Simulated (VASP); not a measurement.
Set up this calculation in VASP 6.6.1, as the native input.

| Item | Value |
| --- | --- |
| Task | single point |
| Functional | PBEsol |
| Potentials or basis | VASP PAW PBE potentials, release 64 (Mg, O) |
| Cutoff | 520 eV |
| k mesh | 9 × 9 × 6 |
| Occupations | gaussian, width 0.05 eV |
| Spin | no spin polarisation |
| Dipole correction | no |
| Further INCAR settings | ALGO = Normal; EDIFF = 1e-07; NBANDS = 16 |

The structure of MgO lies in POSCAR:

```
MgO
1.0
    3.4863778627      0.0000000000      0.0000000000
   -1.7431889314      3.0192917963      0.0000000000
    0.0000000000      0.0000000000      4.2824922505
Mg O
2 2
Direct
    0.6666666667      0.3333333333      0.7500000000
    0.3333333333      0.6666666667      0.2500000000
    0.6666666667      0.3333333333      0.2500000000
    0.3333333333      0.6666666667      0.7500000000
```

This cell differs from its parent crystal: strain +0.000 along x and y, +0.025 along z.

The input as run:

INCAR

```
PREC = Accurate
ENCUT = 520
EDIFF = 1E-7
ISMEAR = 0
SIGMA = 0.05
LREAL = False
LASPH = True
NELM = 80
ALGO = Normal
ISIF = 2
LWAVE = False
LCHARG = True
GGA = PS
LELF = True
LVHAR = True
NBANDS = 16
```

KPOINTS

```
regular mesh
0
Gamma
  9 9 6
```

Potentials or basis: VASP PAW PBE potentials, release 64 (Mg, O).

Command:

```bash
$ cat potpaw_PBE.64/Mg/POTCAR potpaw_PBE.64/O/POTCAR > POTCAR
$ mpirun -np 1 vasp_std > vasp.out
```

Results of the run:

The pressure is -2.4 GPa and the band gap on the k mesh is 3.16 eV, direct.

Caveat: the cell differs from its parent crystal (strain +0.000 along x and y, +0.025 along z); the PAW data sets were made with another functional, which shifts forces and pressure a little.

It took 53 s on 1 thread of Intel Xeon 8259CL, on a shared host, peak memory 0.18 GiB.
